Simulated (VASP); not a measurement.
# Gd (Im-3m) in VASP: further runs, part 2 of 2

VASP 6.6.1. Earlier steps stand in the parts before.

### Step 4. Single point, LDA, collinear spin, ferromagnetic start

This run uses another cell than the first one, of 21.57 Å³/atom, 1.358 times its volume.

File INCAR:

```
SYSTEM = Gd
  PREC = Accurate
  ENCUT = 520
  EDIFF = 1E-7
  ISMEAR = 0
  SIGMA = 0.05
  LREAL = .FALSE.
  LASPH = .TRUE.
  NELM = 150
  ALGO = Normal
  ISIF = 2
  LWAVE = .FALSE.
  LCHARG = .TRUE.
  ISPIN = 2
  MAGMOM = 7
  LORBIT = 11
  LMAXMIX = 6
  GGA = CA
  LELF = .TRUE.
  LVHAR = .TRUE.
  NBANDS = 19
```

File KPOINTS:

```
regular mesh
0
G
  9 9 9
  0 0 0
```

File POSCAR:

```
Gd
1.0
   -1.7536294794      1.7536294794      1.7536294794
    1.7536294794     -1.7536294794      1.7536294794
    1.7536294794      1.7536294794     -1.7536294794
Gd
1
Direct
    0.0000000000      0.0000000000      0.0000000000
```

Potentials or basis: VASP PAW PBE potentials, release 64 (Gd).

Run with:

```console
cat potpaw_PBE.64/Gd/POTCAR > POTCAR
mpirun -np 1 vasp_std > vasp.out
```

OUTCAR:

```text
SYSTEM = Gd
   PREC = Accurate
   ENCUT = 520
   EDIFF = 1E-7
   ISMEAR = 0
   LREAL = .FALSE.
   LASPH = .TRUE.
   NELM = 150
   ISIF = 2
   ISPIN = 2
   LORBIT = 11
   GGA = CA

 ion  position               nearest neighbor table
   1  0.000  0.000  0.000-

  LATTYP: Found a body centered cubic cell.
 ALAT       =     3.5072589588

  Lattice vectors:

 A1 = (  -1.7536294794,   1.7536294794,   1.7536294794)
 A2 = (   1.7536294794,  -1.7536294794,   1.7536294794)
 A3 = (   1.7536294794,   1.7536294794,  -1.7536294794)

Analysis of symmetry for initial positions (statically):
=====================================================================
 Subroutine PRICEL returns:
 Original cell was already a primitive cell.

 Routine SETGRP: Setting up the symmetry group for a
 body centered cubic supercell.

 Subroutine GETGRP returns: Found 48 space group operations
 (whereof 48 operations were pure point group operations)
 out of a pool of 48 trial point group operations.

The static configuration has the point symmetry O_h .

Analysis of symmetry for dynamics (positions and initial velocities):
[... 709 lines left out ...]

 spin component 2

 k-point     1 :       0.0000    0.0000    0.0000
  band No.  band energies     occupation
      1     -36.6309      1.00000
      2     -13.4827      1.00000
      3     -13.4827      1.00000
      4     -13.4827      1.00000
      5       0.8066      1.00000
      6       5.4477      0.00000
[... 517 lines left out ...]
     18      19.2809      0.00000
     19      21.5242      0.00000

 [... further k-points ...]

------------------------ aborting loop because EDIFF is reached ----------------------------------------

  FORCE on cell =-STRESS in cart. coord.  units (eV):
  Direction    XX          YY          ZZ          XY          YZ          ZX
  --------------------------------------------------------------------------------------
  -------------------------------------------------------------------------------------
  Total        2.6991984      2.6991984      2.6991984      0.0000000     -0.0000000      0.0000000
  in kB      200.4803845    200.4803845    200.4803845      0.0000000     -0.0000000      0.0000000
  external PRESSURE =     200.4803845 kB  Pullay stress =       0.0000000 kB

 VOLUME and BASIS-vectors are now :
 -----------------------------------------------------------------------------
  energy-cutoff  :      520.00
  volume of cell :       21.57
      direct lattice vectors                 reciprocal lattice vectors
    -1.753629479  1.753629479  1.753629479     0.000000000  0.285122944  0.285122944
     1.753629479 -1.753629479  1.753629479     0.285122944  0.000000000  0.285122944
     1.753629479  1.753629479 -1.753629479     0.285122944  0.285122944  0.000000000

 POSITION                                       TOTAL-FORCE (eV/Angst)
 -----------------------------------------------------------------------------------
      0.00000      0.00000      0.00000        -0.000000     -0.000000      0.000000
 -----------------------------------------------------------------------------------
    total drift:                                0.000000      0.000000      0.000000

  FREE ENERGIE OF THE ION-ELECTRON SYSTEM (eV)
  ---------------------------------------------------
  free  energy   TOTEN  =       -11.2173363953 eV

  energy  without entropy=      -11.2157553892  energy(sigma->0) =      -11.21654589

 total charge

# of ion       s       p       d       f       tot
--------------------------------------------------
    1        2.095   5.500   0.885   7.013  15.493

 magnetization (x)

# of ion       s       p       d       f       tot
--------------------------------------------------
    1        0.009  -0.027   0.240   6.715   6.938
```

stdout:

```text
POSCAR found type information on POSCAR Gd
 POSCAR found :  1 types and       1 ions
 scaLAPACK will be used
 -----------------------------------------------------------------------------
|                                                                             |
|                                                                             |
|     You enforced a specific xc type in the INCAR file but a different       |
|     I HOPE YOU KNOW WHAT YOU ARE DOING!                                     |
|                                                                             |
 -----------------------------------------------------------------------------

 LDA part: xc-table for (Slater(with rela. corr.)+CA(PZ))
 , standard interpolation
 POSCAR, INCAR and KPOINTS ok, starting setup
 FFT: planning ... GRIDC
 FFT: planning ... GRID_SOFT
 FFT: planning ... GRID
 WAVECAR not read
 entering main loop
```

Wall time 47 s (1 thread of Intel Xeon Platinum 8259CL at 2.50GHz (Skylake/Cascade Lake), shared host); peak memory 0.16 GiB.

Results:

| Quantity | Value |
| --- | --- |
| Free energy | -11.2173 eV |
| Pressure | 20.0 GPa |
| Net moment | 7.35 μB per cell |
| Site moments | Gd +6.94 μB |
| Valence electrons inside the program's atomic spheres | Gd 15.49 |

Levels at points of the mesh, in eV from the Fermi level:
Spin up:
```
           k point  band 11  band 12  band 13  band 14  band 15  band 16
(0.00, 0.00, 0.00)    -3.68    -3.58     1.69     1.69     1.69     5.04
```
Spin down:
```
           k point  band 3  band 4  band 5  band 6  band 7  band 8
(0.00, 0.00, 0.00)  -18.42  -18.42   -4.13    0.51    0.51    0.51
```

Caveat: the PAW data sets were made with another functional, which shifts forces and pressure a little; spin-orbit coupling is left out, which moves the levels of the heavy elements. The state reached can hang on the start; a lower one may exist.

### Step 5. Single point, LDA, collinear spin, ferromagnetic start

This run uses another cell than the first one, of 29.29 Å³/atom, 1.844 times its volume.

INCAR, as its differences from that of step 4:

```diff
@@ -3,3 +3,3 @@
   ENCUT = 520
-  EDIFF = 1E-7
+  EDIFF = 1E-6
   ISMEAR = 0
```

KPOINTS is that of step 4.

File POSCAR:

```
Gd
1.0
   -1.9419112867      1.9419112867      1.9419112867
    1.9419112867     -1.9419112867      1.9419112867
    1.9419112867      1.9419112867     -1.9419112867
Gd
1
Direct
    0.0000000000      0.0000000000      0.0000000000
```

Run with:

```console
cat potpaw_PBE.64/Gd/POTCAR > POTCAR
mpirun -np 1 vasp_std > vasp.out
```

It took 87 s on 1 thread of Intel Xeon Platinum 8259CL at 2.50GHz (Skylake/Cascade Lake), shared host; peak memory 0.18 GiB.

The run converged. Its results:

```yaml
Free_energy: -11.5961 eV
Pressure: -0.1 GPa
Net_moment: 7.42 μB per cell
Site_moments: Gd +6.94 μB
Valence_electrons_inside_the_program's_atomic_spheres: Gd 15.26
```

Levels at points of the mesh, in eV from the Fermi level:
Spin up:
```csv
k point,band 9,band 10,band 11,band 12,band 13,band 14,band 15,band 16,band 17,band 18
"(0.00, 0.00, 0.00)",-4.23,-4.23,-4.23,-4.18,1.42,1.42,1.42,3.94,3.94,11.15
```
Spin down:
| k point | band 2 | band 3 | band 4 | band 5 | band 6 | band 7 | band 8 | band 9 |
| --- | --- | --- | --- | --- | --- | --- | --- | --- |
| (0.00, 0.00, 0.00) | -19.45 | -19.45 | -19.45 | -4.37 | 0.31 | 0.31 | 0.31 | 0.69 |

Caveat: the PAW data sets were made with another functional, which shifts forces and pressure a little; spin-orbit coupling is left out, which moves the levels of the heavy elements.

### Step 6. Relaxation of cell and atoms, LDA, collinear spin, ferromagnetic start

This run uses another cell than the first one, of 33.22 Å³/atom, 2.091 times its volume.

File INCAR:

```
SYSTEM = Gd
ALGO = Normal
EDIFF = 1E-6
EDIFFG = -0.02
ENCUT = 600
GGA = CA
IBRION = 2
ISIF = 3
ISMEAR = 0
ISPIN = 2
LASPH = .TRUE.
LCHARG = .FALSE.
LMAXMIX = 6
LORBIT = 11
LREAL = .FALSE.
LWAVE = .FALSE.
MAGMOM = 7
NELM = 150
NSW = 80
PREC = Accurate
SIGMA = 0.05
```

File KPOINTS:

```
k-points
0
G
  9 9 9
  0 0 0
```

File POSCAR:

```
Gd
1.0
   -2.0250000000      2.0250000000      2.0250000000
    2.0250000000     -2.0250000000      2.0250000000
    2.0250000000      2.0250000000     -2.0250000000
Gd
1
Direct
    0.0000000000      0.0000000000      0.0000000000
```

Potentials or basis: VASP PAW PBE potentials, release 64 (Gd).

Run with:

```console
cat potpaw_PBE.64/Gd/POTCAR > POTCAR
mpirun -np 1 vasp_std > vasp.out
```

OUTCAR:

```text
SYSTEM = Gd
   EDIFF = 1E-6
   EDIFFG = -0.02
   ENCUT = 600
   GGA = CA
   IBRION = 2
   ISIF = 3
   ISMEAR = 0
   ISPIN = 2
   LASPH = .TRUE.
   LORBIT = 11
   LREAL = .FALSE.
   NELM = 150
   NSW = 80
   PREC = Accurate

 ion  position               nearest neighbor table
   1  0.000  0.000  0.000-

  LATTYP: Found a body centered cubic cell.
 ALAT       =     4.0500000000

  Lattice vectors:

 A1 = (  -2.0250000000,   2.0250000000,   2.0250000000)
 A2 = (   2.0250000000,  -2.0250000000,   2.0250000000)
 A3 = (   2.0250000000,   2.0250000000,  -2.0250000000)

Analysis of symmetry for initial positions (statically):
=====================================================================
 Subroutine PRICEL returns:
 Original cell was already a primitive cell.

 Routine SETGRP: Setting up the symmetry group for a
[... 1224 lines left out ...]
--------------------------------------- Ionic step        3  -------------------------------------------

 number of electron      18.0000005 magnetization       7.4202480

 Free energy of the ion-electron system (eV)
  ---------------------------------------------------
  ext. energy  EPLUGINS =         0.00000000
  ---------------------------------------------------
  free energy    TOTEN  =       -11.59911200 eV

  energy without entropy =      -11.59646509  energy(sigma->0) =      -11.59778855

 E-fermi :   3.2955     XC(G=0): -10.8189

 val. band max:        3.2858664323   @ k =   0.2222   0.2222   0.1111
 cond. band min:       3.3381762343   @ k =   0.2222   0.1111   0.1111
 fundamental gap:      0.0523098020
 Fermi energy:         3.2954805390

 spin component 1

 k-point     1 :       0.0000    0.0000    0.0000
  band No.  band energies     occupation
      1     -41.3517      1.00000
      2     -18.4144      1.00000
      3     -18.4144      1.00000
      4     -18.4144      1.00000
      5      -1.7992      1.00000
      6      -1.1090      1.00000
[... 983 lines left out ...]
  FREE ENERGIE OF THE ION-ELECTRON SYSTEM (eV)
  ---------------------------------------------------
  free  energy   TOTEN  =       -11.5991120048 eV

  energy  without entropy=      -11.5964650910  energy(sigma->0) =      -11.59778855

 reached required accuracy - stopping structural energy minimisation

 total charge

# of ion       s       p       d       f       tot
--------------------------------------------------
    1        2.078   5.519   0.647   7.015  15.259

 magnetization (x)

# of ion       s       p       d       f       tot
--------------------------------------------------
    1        0.004  -0.037   0.214   6.758   6.939
```

OSZICAR:

```text
N       E                     dE             d eps       ncg     rms          rms(c)
DAV:   1     0.103915370628E+03    0.10392E+03   -0.72561E+03  2860   0.596E+03
DAV:   2     0.608274727578E+01   -0.97833E+02   -0.86959E+02  3093   0.330E+02
[... 56 lines left out ...]
DAV:   5    -0.115991581517E+02   -0.42904E-06   -0.46507E-05  4277   0.504E-02    0.600E-01
DAV:   6    -0.115991594931E+02   -0.13414E-05   -0.28198E-05  3376   0.132E-01    0.696E-01
DAV:   7    -0.115991278596E+02    0.31634E-04   -0.25556E-05  4169   0.593E-02    0.143E-01
DAV:   8    -0.115991130269E+02    0.14833E-04   -0.64765E-05  4214   0.430E-02    0.135E-01
DAV:   9    -0.115991119487E+02    0.10781E-05   -0.10945E-05  4010   0.238E-02    0.118E-01
DAV:  10    -0.115991120048E+02   -0.56049E-07   -0.50105E-07  1511   0.493E-03
   3 F= -.11599112E+02 E0= -.11597789E+02  d E =-.555254E-01  mag=     7.4205
```

It took 93 s on 1 thread of Intel Xeon 6975P-C (Granite Rapids), shared host; peak memory 0.19 GiB.

Results:

- Free energy: -11.5991 eV
- Relaxed volume: 29.23 Å³/atom
- Relaxed cell: a = 3.361 Å, b = 3.361 Å, c = 3.361 Å, α = 109.47°, β = 109.47°, γ = 109.47°
- Space group after relaxing (to 0.05 Å): Im-3m (No. 229)
- Energy gained by relaxing: 55.5 meV/atom
- Ionic steps: 3
- Pressure after relaxing: 0.0 GPa
- Net moment: 7.42 μB per cell
- Site moments: Gd +6.94 μB
- Valence electrons inside the program's atomic spheres: Gd 15.26

Step by step:
```
step  energy change (eV)  largest force (eV/Å)  pressure (GPa)  volume (Å³)
   1              0.0000                0.0000           -4.06        33.22
   2             -0.0555                0.0000           -0.13        29.33
   3             -0.0555                0.0000           -0.03        29.23
```

Final structure:
```cif
data_structure
_symmetry_space_group_name_H-M 'P 1'
_symmetry_Int_Tables_number 1
_cell_length_a 3.3612
_cell_length_b 3.3612
_cell_length_c 3.3612
_cell_angle_alpha 109.471
_cell_angle_beta 109.471
_cell_angle_gamma 109.471
_cell_volume 29.23
loop_
_atom_site_label
_atom_site_type_symbol
_atom_site_fract_x
_atom_site_fract_y
_atom_site_fract_z
_atom_site_occupancy
Gd1 Gd 0.00000 0.00000 0.00000 1
```

Levels at points of the mesh, in eV from the Fermi level:
Spin up:
| k point | band 10 | band 11 | band 12 | band 13 | band 14 | band 15 | band 16 | band 17 |
| --- | --- | --- | --- | --- | --- | --- | --- | --- |
| (0.00, 0.00, 0.00) | -4.22 | -4.22 | -4.18 | 1.42 | 1.42 | 1.42 | 3.94 | 3.94 |
Spin down:
| k point | band 2 | band 3 | band 4 | band 5 | band 6 | band 7 | band 8 | band 9 |
| --- | --- | --- | --- | --- | --- | --- | --- | --- |
| (0.00, 0.00, 0.00) | -19.45 | -19.45 | -19.45 | -4.37 | 0.31 | 0.31 | 0.31 | 0.70 |

Caveat: the PAW data sets were made with another functional, which shifts forces and pressure a little; spin-orbit coupling is left out, which moves the levels of the heavy elements; the volume moved by -12 % from the deposited cell, more than functionals usually miss.

### Step 7. Summary

```csv
task,cell,cutoff (eV),gap on the mesh (eV),pressure (GPa),moment (μB)
single point,"a = 2.743 Å, angles 109.5°, 1 atom",520,none,60.8,6.74
single point,"a = 2.869 Å, angles 109.5°, 1 atom",520,none,38.7,7.00
single point,"a = 3.037 Å, angles 109.5°, 1 atom",520,none,20.0,7.35
single point,"a = 3.363 Å, angles 109.5°, 1 atom",520,none,-0.1,7.42
relaxation of cell and atoms,"relaxed from a = 3.507 Å, angles 109.5°, 1 atom",600,none,0.0,7.42
```

Alike in all rows: level LDA; potentials or basis VASP PAW PBE potentials, release 64 (Gd); spin collinear, ferromagnetic start; k mesh 9 × 9 × 9; smearing gaussian 0.05 eV.

Caveats: the PAW data sets were made with another functional, which shifts forces and pressure a little; spin-orbit coupling is left out, which moves the levels of the heavy elements; the volume moved by -12 % from the deposited cell, more than functionals usually miss (some runs).

Total energies depend on the potentials used, so only differences within one code and one set of settings carry meaning.
